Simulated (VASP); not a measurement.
A run of VASP 6.6.1 is set up as follows.

POSCAR

```
KF
1.0
    0.0000000000      2.6589605792      2.6589605792
    2.6589605792      0.0000000000      2.6589605792
    2.6589605792      2.6589605792      0.0000000000
K F
1 1
Direct
    0.0000000000      0.0000000000      0.0000000000
    0.5000000000      0.5000000000      0.5000000000
```

INCAR.step1

```
SYSTEM = KF
  PREC = Accurate
  ENCUT = 520
  EDIFF = 1E-5
  ISMEAR = 0
  SIGMA = 0.01
  LREAL = .FALSE.
  LASPH = .TRUE.
  NELM = 120
  ALGO = Normal
  ISIF = 2
  LWAVE = .TRUE.
  LCHARG = .FALSE.
  NBANDS = 15
  GGA = PE
  ISYM = -1
  GGA_COMPAT = .FALSE.
```

The input INCAR.step2:

```
SYSTEM = KF
  PREC = Accurate
  ENCUT = 520
  EDIFF = 1E-6
  ISMEAR = 0
  SIGMA = 0.01
  LREAL = .FALSE.
  LASPH = .TRUE.
  NELM = 120
  ALGO = Normal
  ISIF = 2
  LWAVE = .FALSE.
  LCHARG = .FALSE.
  GGA = PE
  LHFCALC = .TRUE.
  HFSCREEN = 0.2079
  PRECFOCK = Normal
  NBANDS = 15
  ISTART = 1
  ISYM = -1
  GGA_COMPAT = .FALSE.
```

KPOINTS

```
explicit points
64
Reciprocal
  0.00000000   0.00000000   0.12500000 1
  0.00000000   0.00000000   0.37500000 1
  0.00000000   0.00000000   0.62500000 1
  0.00000000   0.00000000   0.87500000 1
  0.00000000   0.25000000   0.12500000 1
  0.00000000   0.25000000   0.37500000 1
  0.00000000   0.25000000   0.62500000 1
  0.00000000   0.25000000   0.87500000 1
  0.00000000   0.50000000   0.12500000 1
  0.00000000   0.50000000   0.37500000 1
  0.00000000   0.50000000   0.62500000 1
  0.00000000   0.50000000   0.87500000 1
  0.00000000   0.75000000   0.12500000 1
  0.00000000   0.75000000   0.37500000 1
  0.00000000   0.75000000   0.62500000 1
  0.00000000   0.75000000   0.87500000 1
  0.25000000   0.00000000   0.12500000 1
  0.25000000   0.00000000   0.37500000 1
  0.25000000   0.00000000   0.62500000 1
  0.25000000   0.00000000   0.87500000 1
  0.25000000   0.25000000   0.12500000 1
  0.25000000   0.25000000   0.37500000 1
  0.25000000   0.25000000   0.62500000 1
  0.25000000   0.25000000   0.87500000 1
  0.25000000   0.50000000   0.12500000 1
  0.25000000   0.50000000   0.37500000 1
  0.25000000   0.50000000   0.62500000 1
  0.25000000   0.50000000   0.87500000 1
  0.25000000   0.75000000   0.12500000 1
  0.25000000   0.75000000   0.37500000 1
  0.25000000   0.75000000   0.62500000 1
  0.25000000   0.75000000   0.87500000 1
  0.50000000   0.00000000   0.12500000 1
  0.50000000   0.00000000   0.37500000 1
  0.50000000   0.00000000   0.62500000 1
  0.50000000   0.00000000   0.87500000 1
  0.50000000   0.25000000   0.12500000 1
  0.50000000   0.25000000   0.37500000 1
  0.50000000   0.25000000   0.62500000 1
  0.50000000   0.25000000   0.87500000 1
  0.50000000   0.50000000   0.12500000 1
  0.50000000   0.50000000   0.37500000 1
  0.50000000   0.50000000   0.62500000 1
  0.50000000   0.50000000   0.87500000 1
  0.50000000   0.75000000   0.12500000 1
  0.50000000   0.75000000   0.37500000 1
  0.50000000   0.75000000   0.62500000 1
  0.50000000   0.75000000   0.87500000 1
  0.75000000   0.00000000   0.12500000 1
  0.75000000   0.00000000   0.37500000 1
  0.75000000   0.00000000   0.62500000 1
  0.75000000   0.00000000   0.87500000 1
  0.75000000   0.25000000   0.12500000 1
  0.75000000   0.25000000   0.37500000 1
  0.75000000   0.25000000   0.62500000 1
  0.75000000   0.25000000   0.87500000 1
  0.75000000   0.50000000   0.12500000 1
  0.75000000   0.50000000   0.37500000 1
  0.75000000   0.50000000   0.62500000 1
  0.75000000   0.50000000   0.87500000 1
  0.75000000   0.75000000   0.12500000 1
  0.75000000   0.75000000   0.37500000 1
  0.75000000   0.75000000   0.62500000 1
  0.75000000   0.75000000   0.87500000 1
```

Potentials or basis: VASP PAW PBE potentials, release 64 (K_sv, F).

Command:

```bash
$ cat potpaw_PBE.64/K_sv/POTCAR potpaw_PBE.64/F/POTCAR > POTCAR
$ cp INCAR.step1 INCAR
$ mpirun -np 1 vasp_std > vasp.out
$ cp INCAR.step2 INCAR
$ mpirun -np 1 vasp_std > vasp.out
```

(1) Predict the pressure.

(2) Predict the band gap on the k mesh.

Results:

(1) 1.1 GPa.

(2) 8.74 eV.

Caveat: the PAW data sets were made with another functional, which shifts forces and pressure a little; a shifted mesh leaves out Γ, where band edges can lie.
